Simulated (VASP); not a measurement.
# Zr (R-3m) in VASP: a series of runs

Runs on Zr. Level: PBE. Tasks: single point, relaxation of cell and atoms.

Program: VASP 6.6.1. These are calculated values, not measurements. Logs are shortened: lines on timing, memory, paths and dates and some standing lists are left out, and cuts for length are marked.

## Step 1: The cell of the first run

The structure is trigonal, space group R-3m (No. 166). Conventional cell: a = 3.395 Å, b = 3.395 Å, c = 24.614 Å, α = 90.00°, β = 90.00°, γ = 120.00°. Zr (site symmetry -3m) has 12 Zr at 3.36 to 3.40 Å within 4.4 Å. Within 4.4 Å of Zr (site symmetry 3m) lie 12 Zr at 3.36 to 3.40 Å.

## Step 2: Single point, PBE

INCAR reads:

```
SYSTEM = Zr
  ALGO = Normal
  EDIFF = 1E-6
  ENCUT = 520
  GGA = PE
  ISIF = 2
  ISMEAR = 0
  LASPH = .True.
  LCHARG = .False.
  LREAL = .False.
  LWAVE = .False.
  NBANDS = 25
  NELM = 100
  PREC = Accurate
  SIGMA = 0.1
```

KPOINTS reads:

```
k-points
0
Gamma
  6 6 6
  0 0 0
```

POSCAR reads:

```
Zr
1.0
    1.6976545112      0.9801412890      8.2046577289
   -1.6976545112      0.9801412890      8.2046577289
    0.0000000000     -1.9602825781      8.2046577289
Zr
3
Direct
    0.0000000000      0.0000000000      0.0000000000
    0.2222200000      0.2222200000      0.2222200000
    0.7777800000      0.7777800000      0.7777800000
```

Potentials or basis: VASP PAW PBE potentials, release 64 (Zr_sv).

Command:

```console
> cat potpaw_PBE.64/Zr_sv/POTCAR > POTCAR
> mpirun -np 1 vasp_std > vasp.out
```

OUTCAR:

```text
SYSTEM = Zr
   EDIFF = 1E-6
   ENCUT = 520
   GGA = PE
   ISIF = 2
   ISMEAR = 0
   LASPH = .True.
   LREAL = .False.
   NELM = 100
   PREC = Accurate

 ion  position               nearest neighbor table
   1  0.000  0.000  0.000-   3 3.36   3 3.36   2 3.36   2 3.36   3 3.36   2 3.36
   2  0.222  0.222  0.222-   3 3.36   3 3.36   3 3.36   1 3.36   1 3.36   1 3.36
   3  0.778  0.778  0.778-   2 3.36   2 3.36   2 3.36   1 3.36   1 3.36   1 3.36

  LATTYP: Found a trigonal (rhomboedric) cell.
 ALAT       =     8.4355863006
 COS(alpha) =     0.9189975651

  Lattice vectors:

 A1 = (   1.6976545112,   0.9801412890,   8.2046577289)
 A2 = (  -1.6976545112,   0.9801412890,   8.2046577289)
 A3 = (   0.0000000000,  -1.9602825781,   8.2046577289)

Analysis of symmetry for initial positions (statically):
=====================================================================
 Subroutine PRICEL returns:
 Original cell was already a primitive cell.

 Routine SETGRP: Setting up the symmetry group for a
 trigonal (rhombohedral) supercell.

 Subroutine GETGRP returns: Found 12 space group operations
 (whereof 12 operations were pure point group operations)
 out of a pool of 12 trial point group operations.

The static configuration has the point symmetry D_3d.

Analysis of symmetry for dynamics (positions and initial velocities):
=====================================================================
 Subroutine PRICEL returns:
 Original cell was already a primitive cell.

 Routine SETGRP: Setting up the symmetry group for a
 trigonal (rhombohedral) supercell.

 Subroutine GETGRP returns: Found 12 space group operations
 (whereof 12 operations were pure point group operations)
 out of a pool of 12 trial point group operations.

The dynamic configuration has the point symmetry D_3d.

 Subroutine INISYM returns: Found 12 space group operations
 (whereof 12 operations are pure point group operations),
 and found     1 'primitive' translations

----------------------------------------------------------------------------------------

                                     Primitive cell

  volume of cell :      81.9124

  direct lattice vectors                    reciprocal lattice vectors
     1.697654511  0.980141289  8.204657729     0.294524002  0.170043512  0.040627330
    -1.697654511  0.980141289  8.204657729    -0.294524002  0.170043512  0.040627330
     0.000000000 -1.960282578  8.204657729     0.000000000 -0.340087023  0.040627330

  length of vectors
     8.435586301  8.435586301  8.435586301     0.342505129  0.342505129  0.342505129

  position of ions in fractional coordinates (direct lattice)
     0.000000000  0.000000000  0.000000000
     0.222220000  0.222220000  0.222220000
     0.777780000  0.777780000  0.777780000

  ion indices of the primitive-cell ions
   primitive index   ion index
                 1           1
                 2           2
                 3           3

----------------------------------------------------------------------------------------

 KPOINTS: k-points

Automatic generation of k-mesh.
 Grid dimensions read from file:
 generate k-points for:    6    6    6

 Generating k-lattice:

  Cartesian coordinates                     Fractional coordinates (reciprocal lattice)
     0.049087334  0.028340585  0.006771222     0.166666667  0.000000000 -0.000000000
    -0.049087334  0.028340585  0.006771222     0.000000000  0.166666667 -0.000000000
     0.000000000 -0.056681171  0.006771222     0.000000000  0.000000000  0.166666667

  Length of vectors
     0.057084188  0.057084188  0.057084188

  Shift w.r.t. Gamma in fractional coordinates (k-lattice)
     0.000000000  0.000000000  0.000000000

 Subroutine IBZKPT returns following result:
 ===========================================

 Found     32 irreducible k-points:

 Following reciprocal coordinates:
            Coordinates               Weight
  0.000000  0.000000  0.000000      1.000000
  0.166667  0.000000  0.000000      6.000000
  0.333333  0.000000  0.000000      6.000000
  0.500000  0.000000  0.000000      3.000000
  0.166667  0.166667  0.000000      6.000000
  0.333333  0.166667 -0.000000     12.000000
[... 16 lines left out ...]
  0.500000  0.500000  0.166667      6.000000
 -0.333333  0.500000  0.166667     12.000000
 [... further k-points ...]
   k-points           NKPTS =     32   k-points in BZ     NKDIM =     32   number of bands    NBANDS=     25
   number of dos      NEDOS =    301   number of ions     NIONS =      3
   total plane-waves  NPLWV = 262144
   dimension x,y,z NGX =    64 NGY =   64 NGZ =   64
   dimension x,y,z NGXF=   128 NGYF=  128 NGZF=  128
   ions per type =               3
   NGX,Y,Z   is equivalent  to a cutoff of  12.61, 12.61, 12.61 a.u.
   NGXF,Y,Z  is equivalent  to a cutoff of  25.23, 25.23, 25.23 a.u.
 SYSTEM =  Zr
   PREC   = accura    normal or accurate (medium, high low for compatibility)
   ISTART =      0    job   : 0-new  1-cont  2-samecut
   ICHARG =      2    charge: 1-file 2-atom 10-const
   ISPIN  =      1    spin polarized calculation?
   LNONCOLLINEAR =      F non collinear calculations
   LSORBIT =      F    spin-orbit coupling
   LASPH  =      T    aspherical Exc in radial PAW
   ENCUT  =  520.0 eV  38.22 Ry    6.18 a.u.  15.68 15.68 15.68*2*pi/ulx,y,z
   NELM   =    100;   NELMIN=  2; NELMDL= -5     # of ELM steps
   EDIFF  = 0.1E-05   stopping-criterion for ELM
   LREAL  =      F    real-space projection
   EDIFFG = 0.1E-04   stopping-criterion for IOM
   NSW    =      0    number of steps for IOM
   IBRION =     -1    ionic relax: 0-MD 1-quasi-New 2-CG
   NFREE  =      0    steps in history (QN), initial steepest desc. (CG)
   ISIF   =      2    stress and relaxation
   ISYM   =      2    0-nonsym 1-usesym 2-fastsym
   POTIM  = 0.5000    time-step for ionic-motion
   TEBEG  =    0.0;   TEEND  =   0.0 temperature during run
   PSTRESS=    0.0 pullay stress
   NELECT =      36.0000    total number of electrons
   NUPDOWN=      -1.0000    fix difference up-down
   EMIN   =  10.00;   EMAX   =-10.00  energy-range for DOS
   EFERMI =   0.00;   METHOD = LEGACY
   ISMEAR =     0;   SIGMA  =   0.10  broadening in eV -4-tet -1-fermi 0-gaus
   EFERMI_NEDOS =   21; number of points for ismear=-14 and -15
   IALGO  =     38    algorithm
   IMIX   =      4    mixing-type and parameters
     AMIX     =   0.40;   BMIX     =  1.00
     AMIX_MAG =   1.60;   BMIX_MAG =  1.00
  volume/ion in A,a.u.               =      27.30       184.26
  Fermi-wavevector in a.u.,A,eV,Ry     =   1.244684  2.352112 21.078665  1.549238
  Thomas-Fermi vector in A             =   2.378940
   LORBIT       =      0    0 simple, 1 ext, 2 COOP (PROOUT), +10 PAW based schemes
   GGA     = PE    functional components
   LHFCALC =     F    Hartree Fock is set to
   AEXX    =    0.0000 exact exchange contribution
   IVDW    =     0    specifies the selected vdW correction
   LEPSILON=     F    determine dielectric tensor
   LRPA    =     F    only Hartree local field effects (RPA)
 non-spin polarized calculation
 Gauss-broadening in eV      SIGMA  =   0.10
  energy-cutoff  :      520.00
  volume of cell :       81.91
 maximum number of plane-waves:      2232
   NGX = 31   NGY = 31   NGZ = 31

 number of electron      36.0000000 magnetization

 Free energy of the ion-electron system (eV)
  ---------------------------------------------------
  ext. energy  EPLUGINS =         0.00000000
  ---------------------------------------------------
  free energy    TOTEN  =       -25.03907202 eV

  energy without entropy =      -25.01345714  energy(sigma->0) =      -25.02626458

 E-fermi :   7.2853     XC(G=0): -10.3823

 val. band max:        7.2837979442   @ k =   0.0000   0.0000   0.0000
 cond. band min:       7.2882838303   @ k =   0.0000   0.0000   0.0000
 fundamental gap:      0.0044858861
 Fermi energy:         7.2853443392

 k-point     1 :       0.0000    0.0000    0.0000
  band No.  band energies     occupation
      1     -41.8671      2.00000
      2     -41.8123      2.00000
      3     -41.8109      2.00000
      4     -19.9953      2.00000
      5     -19.9835      2.00000
      6     -19.6125      2.00000
[... 17 lines left out ...]
     24       8.4678      0.00000
     25       9.5240      0.00000

 k-point     2 :       0.1667    0.0000    0.0000
  band No.  band energies     occupation
      1     -41.8516      2.00000
      2     -41.8062      2.00000
      3     -41.7997      2.00000
      4     -19.9959      2.00000
      5     -19.9541      2.00000
      6     -19.7078      2.00000
[... 17 lines left out ...]
     24       8.7620      0.00000
     25       9.1594      0.00000

 k-point     3 :       0.3333    0.0000    0.0000
  band No.  band energies     occupation
      1     -41.8183      2.00000
      2     -41.7900      2.00000
      3     -41.7834      2.00000
      4     -20.0240      2.00000
      5     -19.9856      2.00000
      6     -19.8949      2.00000
[... 17 lines left out ...]
     24       9.9250      0.00000
     25      10.2075      0.00000

 k-point     4 :       0.5000    0.0000    0.0000
  band No.  band energies     occupation
      1     -41.7984      2.00000
      2     -41.7808      2.00000
      3     -41.7794      2.00000
      4     -20.0961      2.00000
      5     -20.0245      2.00000
      6     -20.0115      2.00000
[... 17 lines left out ...]
     24      10.1957      0.00000
     25      11.4431      0.00000

 k-point     5 :       0.1667    0.1667    0.0000
  band No.  band energies     occupation
      1     -41.8509      2.00000
      2     -41.8100      2.00000
      3     -41.7966      2.00000
      4     -20.0173      2.00000
      5     -19.9296      2.00000
      6     -19.7041      2.00000
[... 17 lines left out ...]
     24       8.8993      0.00000
     25       8.9061      0.00000

 k-point     6 :       0.3333    0.1667   -0.0000
  band No.  band energies     occupation
      1     -41.8260      2.00000
      2     -41.7985      2.00000
      3     -41.7838      2.00000
      4     -19.9957      2.00000
      5     -19.9561      2.00000
      6     -19.8334      2.00000
[... 17 lines left out ...]
     24       9.2822      0.00000
     25       9.9823      0.00000
[... 393 lines left out ...]
 k-point    21 :      -0.3333    0.3333    0.1667
  band No.  band energies     occupation
      1     -41.7957      2.00000
      2     -41.7884      2.00000
      3     -41.7746      2.00000
      4     -20.0291      2.00000
      5     -19.9998      2.00000
      6     -19.9388      2.00000
[... 17 lines left out ...]
     24      10.2009      0.00000
     25      10.7354      0.00000

 k-point    22 :      -0.1667    0.3333    0.1667
  band No.  band energies     occupation
      1     -41.7978      2.00000
      2     -41.7841      2.00000
      3     -41.7768      2.00000
      4     -20.0372      2.00000
      5     -20.0196      2.00000
      6     -19.9485      2.00000
[... 17 lines left out ...]
     24      10.3578      0.00000
     25      10.6126      0.00000

 k-point    23 :       0.5000    0.5000    0.1667
  band No.  band energies     occupation
      1     -41.8111      2.00000
      2     -41.8045      2.00000
      3     -41.7762      2.00000
      4     -20.0020      2.00000
      5     -19.9679      2.00000
      6     -19.9368      2.00000
[... 17 lines left out ...]
     24      10.1993      0.00000
     25      10.3228      0.00000

 k-point    24 :      -0.3333    0.5000    0.1667
  band No.  band energies     occupation
      1     -41.7931      2.00000
      2     -41.7917      2.00000
      3     -41.7739      2.00000
      4     -20.0294      2.00000
      5     -19.9991      2.00000
      6     -19.9462      2.00000
[... 17 lines left out ...]
     24      10.3436      0.00000
     25      10.8504      0.00000

 [... further k-points ...]
[... 5 lines left out ...]
  --------------------------------------------------------------------------------------
  -------------------------------------------------------------------------------------
  Total       -5.5761796     -5.5761796     -5.4885454      0.0000000      0.0000000      0.0000000
  in kB     -109.0680685   -109.0680685   -107.3539737      0.0000000      0.0000000      0.0000000
  external PRESSURE =    -108.4967036 kB  Pullay stress =       0.0000000 kB

 VOLUME and BASIS-vectors are now :
 -----------------------------------------------------------------------------
  energy-cutoff  :      520.00
  volume of cell :       81.91
      direct lattice vectors                 reciprocal lattice vectors
     1.697654511  0.980141289  8.204657729     0.294524002  0.170043512  0.040627330
    -1.697654511  0.980141289  8.204657729    -0.294524002  0.170043512  0.040627330
     0.000000000 -1.960282578  8.204657729     0.000000000 -0.340087023  0.040627330

 POSITION                                       TOTAL-FORCE (eV/Angst)
 -----------------------------------------------------------------------------------
      0.00000      0.00000      0.00000         0.000000     -0.000000     -0.000000
      0.00000     -0.00000      5.46972         0.000000     -0.000000      0.084558
      0.00000     -0.00000     19.14426         0.000000      0.000000     -0.084558
 -----------------------------------------------------------------------------------
    total drift:                               -0.000000     -0.000000      0.000000

  FREE ENERGIE OF THE ION-ELECTRON SYSTEM (eV)
  ---------------------------------------------------
  free  energy   TOTEN  =       -25.0390720201 eV

  energy  without entropy=      -25.0134571442  energy(sigma->0) =      -25.02626458
```

Wall time 3.3 min (1 thread of Intel Xeon Platinum 8488C (Sapphire Rapids), shared host); peak memory 0.51 GiB.

What came out:

* Free energy: -25.0391 eV
* Pressure: -10.8 GPa
* Largest force: 0.085 eV/Å
* Band gap on the k mesh: zero (band 18 reaches 8.03 eV, above the bottom of band 19 at 7.04 eV)

Forces in eV/Å, atoms in the order of the input:
```
Zr   0.000  0.000  0.000
Zr   0.000  0.000  0.085
Zr   0.000  0.000 -0.085
```

Stress tensor (GPa, compression positive):
```
-10.91   0.00   0.00
  0.00 -10.91   0.00
  0.00   0.00 -10.74
```

Levels at points of the mesh, in eV from the Fermi level:
```tsv
k point	band 16	band 17	band 18	band 19	band 20	band 21
(0.00, 0.00, 0.00)	0.00	0.00	0.72	0.72	0.90	0.90
(0.50, 0.00, 0.00)	-1.32	-1.25	-0.13	0.35	0.64	1.21
(0.50, 0.50, 0.00)	-1.55	-0.65	-0.35	0.57	0.87	1.25
(0.50, 0.50, 0.50)	0.37	0.41	0.66	0.70	0.70	0.97
```

## Step 3: Single point, PBE

This run uses another cell than the first one, of 23.39 Å³/atom, 0.857 times its volume.

INCAR reads:

```
PREC = Accurate
ENCUT = 520
EDIFF = 1E-7
ISMEAR = 0
SIGMA = 0.1
LREAL = F
LASPH = T
NELM = 100
ALGO = Normal
ISIF = 2
LWAVE = F
LCHARG = T
GGA = PE
LELF = T
LVHAR = T
NBANDS = 25
```

KPOINTS reads:

```
regular mesh
0
Gamma
  18 18 18
```

POSCAR reads:

```
Zr
1.0
    1.6118694949      0.9306132868      7.7955383335
   -1.6118694949      0.9306132868      7.7955383335
    0.0000000000     -1.8612265736      7.7955383335
Zr
3
Direct
    0.0000000000      0.0000000000      0.0000000000
    0.2228150816      0.2228150816      0.2228150816
    0.7771849184      0.7771849184      0.7771849184
```

Potentials or basis: VASP PAW PBE potentials, release 64 (Zr_sv).

Command:

```console
> cat potpaw_PBE.64/Zr_sv/POTCAR > POTCAR
> mpirun -np 1 vasp_std > vasp.out
```

It took 47 min on 1 thread of Intel Xeon Platinum 8488C (Sapphire Rapids), shared host; peak memory 1 GiB.

Results (log left out):

| Item | Value |
| --- | --- |
| Free energy | -25.4938 eV |
| Pressure | 0.0 GPa |
| Band gap on the k mesh | zero (band 18 reaches 9.70 eV, above the bottom of band 19 at 8.53 eV) |

Levels at points of the mesh, in eV from the Fermi level:
| k point | band 16 | band 17 | band 18 | band 19 | band 20 | band 21 |
| --- | --- | --- | --- | --- | --- | --- |
| (0.00, 0.00, 0.00) | 0.11 | 0.21 | 0.80 | 0.80 | 1.02 | 1.03 |
| (0.50, 0.00, 0.00) | -1.61 | -1.56 | 0.16 | 0.46 | 0.70 | 1.54 |
| (0.50, 0.50, 0.00) | -1.87 | -0.63 | -0.38 | 0.80 | 1.15 | 1.41 |
| (0.50, 0.50, 0.50) | 0.34 | 0.48 | 0.78 | 0.78 | 1.09 | 1.09 |

(Part 1 of 2 ends here.)
